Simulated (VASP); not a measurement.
# Si2W (fluorite type) (Fm-3m) in VASP: a series of runs

Runs on Si2W (fluorite type). Level: PBE. Tasks: single point.

Program: VASP 6.6.1. These are calculated values, not measurements. Logs are shortened: lines on timing, memory, paths and dates and some standing lists are left out, and cuts for length are marked.

## (1) The cell of the first run

The structure is cubic, space group Fm-3m (No. 225). The conventional cell has a = 5.030 Å, b = 5.030 Å, c = 5.030 Å, α = 90.00°, β = 90.00°, γ = 90.00°. Within 2.9 Å of W (site symmetry m-3m) lie 8 Si at 2.18 Å. Within 2.9 Å of Si (site symmetry -43m) lie 4 W at 2.18 Å and 6 Si at 2.51 Å.

## (2) Single point, PBE (volume scaled by 0.62)

INCAR reads:

```
  ALGO = Normal
  EDIFF = 1E-6
  ENCUT = 520
  GGA = PE
  ISIF = 2
  ISMEAR = -1
  LASPH = T
  LCHARG = T
  LELF = T
  LREAL = F
  LVHAR = T
  LWAVE = F
  NBANDS = 18
  NELM = 80
  PREC = Accurate
  SIGMA = 0.08
```

KPOINTS reads:

```
k-points
0
Gamma
  9 9 9
```

POSCAR reads:

```
Si2W
1.0
    0.0000000000      2.5148145737      2.5148145737
    2.5148145737      0.0000000000      2.5148145737
    2.5148145737      2.5148145737      0.0000000000
W Si
1 2
Direct
    0.0000000000      0.0000000000      0.0000000000
    0.2500000000      0.2500000000      0.2500000000
    0.7500000000      0.7500000000      0.7500000000
```

Potentials or basis: VASP PAW PBE potentials, release 64 (W_sv, Si).

Started as:

```sh
$ cat potpaw_PBE.64/W_sv/POTCAR potpaw_PBE.64/Si/POTCAR > POTCAR
$ mpirun -np 1 vasp_std > vasp.out
```

OUTCAR:

```text
EDIFF = 1E-6
   ENCUT = 520
   GGA = PE
   ISIF = 2
   ISMEAR = -1
   LASPH = T
   LREAL = F
   NELM = 80
   PREC = Accurate

 ion  position               nearest neighbor table
   1  0.000  0.000  0.000-   3 2.18   3 2.18   3 2.18   2 2.18   3 2.18   2 2.18   2 2.18   2 2.18

   2  0.250  0.250  0.250-   1 2.18   1 2.18   1 2.18   1 2.18   3 2.51   3 2.51   3 2.51   3 2.51
                             3 2.51   3 2.51
   3  0.750  0.750  0.750-   1 2.18   1 2.18   1 2.18   1 2.18   2 2.51   2 2.51   2 2.51   2 2.51
                             2 2.51   2 2.51

  LATTYP: Found a face centered cubic cell.
 ALAT       =     5.0296291474

  Lattice vectors:

 A1 = (   0.0000000000,   2.5148145737,   2.5148145737)
 A2 = (   2.5148145737,   0.0000000000,   2.5148145737)
 A3 = (   2.5148145737,   2.5148145737,   0.0000000000)

Analysis of symmetry for initial positions (statically):
=====================================================================
 Subroutine PRICEL returns:
 Original cell was already a primitive cell.

 Routine SETGRP: Setting up the symmetry group for a
 face centered cubic supercell.

 Subroutine GETGRP returns: Found 48 space group operations
 (whereof 48 operations were pure point group operations)
 out of a pool of 48 trial point group operations.

The static configuration has the point symmetry O_h .

Analysis of symmetry for dynamics (positions and initial velocities):
=====================================================================
 Subroutine PRICEL returns:
 Original cell was already a primitive cell.

 Routine SETGRP: Setting up the symmetry group for a
 face centered cubic supercell.

 Subroutine GETGRP returns: Found 48 space group operations
 (whereof 48 operations were pure point group operations)
 out of a pool of 48 trial point group operations.

The dynamic configuration has the point symmetry O_h .

 Subroutine INISYM returns: Found 48 space group operations
 (whereof 48 operations are pure point group operations),
 and found     1 'primitive' translations

----------------------------------------------------------------------------------------

                                     Primitive cell

  volume of cell :      31.8088

  direct lattice vectors                    reciprocal lattice vectors
     0.000000000  2.514814574  2.514814574    -0.198821816  0.198821816  0.198821816
     2.514814574  0.000000000  2.514814574     0.198821816 -0.198821816  0.198821816
[... 87 lines left out ...]
   EDIFF  = 0.1E-05   stopping-criterion for ELM
   LREAL  =      F    real-space projection
   EDIFFG = 0.1E-04   stopping-criterion for IOM
   NSW    =      0    number of steps for IOM
   IBRION =     -1    ionic relax: 0-MD 1-quasi-New 2-CG
   NFREE  =      0    steps in history (QN), initial steepest desc. (CG)
   ISIF   =      2    stress and relaxation
   ISYM   =      2    0-nonsym 1-usesym 2-fastsym
   POTIM  = 0.5000    time-step for ionic-motion
   TEBEG  =    0.0;   TEEND  =   0.0 temperature during run
   PSTRESS=    0.0 pullay stress
   NELECT =      22.0000    total number of electrons
   NUPDOWN=      -1.0000    fix difference up-down
   EMIN   =  10.00;   EMAX   =-10.00  energy-range for DOS
   EFERMI =   0.00;   METHOD = LEGACY
   ISMEAR =    -1;   SIGMA  =   0.08  broadening in eV -4-tet -1-fermi 0-gaus
   EFERMI_NEDOS =   21; number of points for ismear=-14 and -15
   IALGO  =     38    algorithm
   IMIX   =      4    mixing-type and parameters
     AMIX     =   0.40;   BMIX     =  1.00
     AMIX_MAG =   1.60;   BMIX_MAG =  1.00
  volume/ion in A,a.u.               =      10.60        71.55
  Fermi-wavevector in a.u.,A,eV,Ry     =   1.447771  2.735890 28.518352  2.096040
  Thomas-Fermi vector in A             =   2.565688
   LORBIT       =      0    0 simple, 1 ext, 2 COOP (PROOUT), +10 PAW based schemes
   GGA     = PE    functional components
   LHFCALC =     F    Hartree Fock is set to
   AEXX    =    0.0000 exact exchange contribution
   IVDW    =     0    specifies the selected vdW correction
   LEPSILON=     F    determine dielectric tensor
   LRPA    =     F    only Hartree local field effects (RPA)
 non-spin polarized calculation
  energy-cutoff  :      520.00
  volume of cell :       31.81
 maximum number of plane-waves:       881
   NGX = 13   NGY = 13   NGZ = 13

 number of electron      21.9999998 magnetization

 Free energy of the ion-electron system (eV)
  ---------------------------------------------------
  ext. energy  EPLUGINS =         0.00000000
  ---------------------------------------------------
  free energy    TOTEN  =       -15.34722277 eV

  energy without entropy =      -15.32770999  energy(sigma->0) =      -15.33746638

 E-fermi :  15.5017     XC(G=0): -13.4683

 val. band max:       15.4604898583   @ k =   0.4444   0.2222   0.0000
 cond. band min:      15.5132563919   @ k =   0.3333   0.3333   0.0000
 fundamental gap:      0.0527665336
 Fermi energy:        15.5017046892

 k-point     1 :       0.0000    0.0000    0.0000
  band No.  band energies     occupation
      1     -57.1265      2.00000
      2     -22.0410      2.00000
      3     -22.0410      2.00000
      4     -22.0410      2.00000
      5      -0.2357      2.00000
      6       8.2057      2.00000
[... 481 lines left out ...]
      5       4.7723      2.00000
      6       5.6771      2.00000
[... 10 lines left out ...]
     17      25.8261      0.00000
     18      25.8261      0.00000

 [... further k-points ...]

------------------------ aborting loop because EDIFF is reached ----------------------------------------

  FORCE on cell =-STRESS in cart. coord.  units (eV):
  Direction    XX          YY          ZZ          XY          YZ          ZX
  --------------------------------------------------------------------------------------
  -------------------------------------------------------------------------------------
  Total       33.7197753     33.7197753     33.7197753     -0.0000000      0.0000000     -0.0000000
  in kB     1698.4288291   1698.4288291   1698.4288291     -0.0000000      0.0000000     -0.0000000
  external PRESSURE =    1698.4288291 kB  Pullay stress =       0.0000000 kB

 VOLUME and BASIS-vectors are now :
 -----------------------------------------------------------------------------
  energy-cutoff  :      520.00
  volume of cell :       31.81
      direct lattice vectors                 reciprocal lattice vectors
     0.000000000  2.514814574  2.514814574    -0.198821816  0.198821816  0.198821816
     2.514814574  0.000000000  2.514814574     0.198821816 -0.198821816  0.198821816
     2.514814574  2.514814574  0.000000000     0.198821816  0.198821816 -0.198821816

 POSITION                                       TOTAL-FORCE (eV/Angst)
 -----------------------------------------------------------------------------------
      0.00000      0.00000      0.00000        -0.000000     -0.000000      0.000000
      1.25741      1.25741      1.25741         0.000000     -0.000000     -0.000000
      3.77222      3.77222      3.77222        -0.000000      0.000000      0.000000
 -----------------------------------------------------------------------------------
    total drift:                               -0.000000     -0.000000      0.000000

  FREE ENERGIE OF THE ION-ELECTRON SYSTEM (eV)
  ---------------------------------------------------
  free  energy   TOTEN  =       -15.3472227684 eV

  energy  without entropy=      -15.3277099940  energy(sigma->0) =      -15.33746638
```

Run time: 36 s. Hardware: 1 thread of Intel Xeon 8259CL, shared host; peak memory 0.17 GiB.

What came out:

| Property | Result |
| --- | --- |
| Free energy | -15.3472 eV |
| Pressure | 169.8 GPa |
| Band gap on the k mesh | zero (band 11 reaches 18.24 eV, above the bottom of band 12 at 13.98 eV) |

Caveat: spin-orbit coupling is left out, which moves the levels of the heavy elements.

## (3) Single point, PBE (volume scaled by 0.72)

INCAR reads:

```
ALGO     = Normal         # electronic algorithm
EDIFF    = 1E-6           # SCF threshold, eV
ENCUT    = 520            # plane-wave cutoff, eV
GGA      = PE             # functional
ISIF     = 2              # what is computed and relaxed
ISMEAR   = -1             # smearing method
LASPH    = T              # aspherical terms in the spheres
LCHARG   = T              # write CHGCAR
LELF     = T              # ELF
LREAL    = F              # projectors in reciprocal space
LVHAR    = T            
LWAVE    = F              # write WAVECAR
NBANDS   = 18             # bands
NELM     = 80             # most SCF steps
PREC     = Accurate       # precision mode
SIGMA    = 0.08           # smearing width, eV
```

KPOINTS is that of step 2.

POSCAR reads:

```
Si2W
1.0
    0.0000000000      2.6433392465      2.6433392465
    2.6433392465      0.0000000000      2.6433392465
    2.6433392465      2.6433392465      0.0000000000
W Si
1 2
Direct
    0.0000000000      0.0000000000      0.0000000000
    0.2500000000      0.2500000000      0.2500000000
    0.7500000000      0.7500000000      0.7500000000
```

Potentials or basis: VASP PAW PBE potentials, release 64 (W_sv, Si).

Started as:

```sh
$ cat potpaw_PBE.64/W_sv/POTCAR potpaw_PBE.64/Si/POTCAR > POTCAR
$ mpirun -np 1 vasp_std > vasp.out
```

It took 38 s on 1 thread of Intel Xeon 8259CL, shared host; peak memory 0.17 GiB.

The run converged. Its results:

```yaml
Free_energy: -19.3192 eV
Pressure: 86.5 GPa
Band_gap_on_the_k_mesh: zero (band 11 reaches 15.09 eV, above the bottom of band 12 at 11.71 eV)
```

Levels at points of the mesh, in eV from the Fermi level:
```tsv
k point	band 8	band 9	band 10	band 11	band 12	band 13	band 14	band 15
(0.00, 0.00, 0.00)	-6.27	-2.09	-2.09	-0.56	3.69	3.69	3.69	6.26
```

Caveat: spin-orbit coupling is left out, which moves the levels of the heavy elements.

## (4) Single point, PBE (volume scaled by 0.8)

INCAR reads:

```
SYSTEM = Si2W
PREC = Accurate
ENCUT = 520
EDIFF = 1E-6
ISMEAR = -1
SIGMA = 0.08
LREAL = .FALSE.
LASPH = .TRUE.
NELM = 60
ALGO = Normal
ISIF = 2
LWAVE = .FALSE.
LCHARG = .FALSE.
GGA = PE
NBANDS = 18
```

KPOINTS reads:

```
Automatic mesh
0
G
  9 9 9
  0 0 0
```

POSCAR reads:

```
Si2W
1.0
    0.0000000000      2.7378232104      2.7378232104
    2.7378232104      0.0000000000      2.7378232104
    2.7378232104      2.7378232104      0.0000000000
W Si
1 2
Direct
    0.0000000000      0.0000000000      0.0000000000
    0.2500000000      0.2500000000      0.2500000000
    0.7500000000      0.7500000000      0.7500000000
```

Started as:

```sh
$ cat potpaw_PBE.64/W_sv/POTCAR potpaw_PBE.64/Si/POTCAR > POTCAR
$ mpirun -np 1 vasp_std > vasp.out
```

It took 42 s on 1 thread of Intel Xeon 8259CL, shared host; peak memory 0.18 GiB.

Results (log left out):

```
Free energy            : -21.0054 eV
Pressure               : 47.7 GPa
Band gap on the k mesh : zero (band 11 reaches 13.10 eV, above the bottom of band 12 at 10.26 eV)
```

Levels at points of the mesh, in eV from the Fermi level:
```
           k point  band 8  band 9  band 10  band 11  band 12  band 13  band 14  band 15
(0.00, 0.00, 0.00)   -5.61   -1.62    -1.62    -1.22     3.82     3.82     3.82     5.44
```

Caveat: spin-orbit coupling is left out, which moves the levels of the heavy elements.

## (5) Single point, PBE (volume scaled by 0.88)

INCAR reads:

```
PREC = Accurate
ENCUT = 520
EDIFF = 1E-6
ISMEAR = -1
SIGMA = 0.08
LREAL = False
LASPH = True
NELM = 100
ALGO = Normal
ISIF = 2
LWAVE = False
LCHARG = False
GGA = PE
NBANDS = 18
```

KPOINTS reads:

```
regular mesh
0
Gamma
  9 9 9
```

POSCAR reads:

```
Si2W
1.0
    0.0000000000      2.8262004597      2.8262004597
    2.8262004597      0.0000000000      2.8262004597
    2.8262004597      2.8262004597      0.0000000000
W Si
1 2
Direct
    0.0000000000      0.0000000000      0.0000000000
    0.2500000000      0.2500000000      0.2500000000
    0.7500000000      0.7500000000      0.7500000000
```

Started as:

```sh
$ cat potpaw_PBE.64/W_sv/POTCAR potpaw_PBE.64/Si/POTCAR > POTCAR
$ mpirun -np 1 vasp_std > vasp.out
```

It took 46 s on 1 thread of Intel Xeon 8259CL, shared host; peak memory 0.18 GiB.

The run converged. Its results:

```yaml
Free_energy: -21.8790 eV
Pressure: 22.4 GPa
Band_gap_on_the_k_mesh: zero (band 11 reaches 11.29 eV, above the bottom of band 12 at 9.04 eV)
```

Levels at points of the mesh, in eV from the Fermi level:
| k point | band 9 | band 10 | band 11 | band 12 | band 13 | band 14 |
| --- | --- | --- | --- | --- | --- | --- |
| (0.00, 0.00, 0.00) | -1.75 | -1.28 | -1.28 | 3.87 | 3.87 | 3.87 |

Caveat: spin-orbit coupling is left out, which moves the levels of the heavy elements.

(Continued in part 2 of 2.)
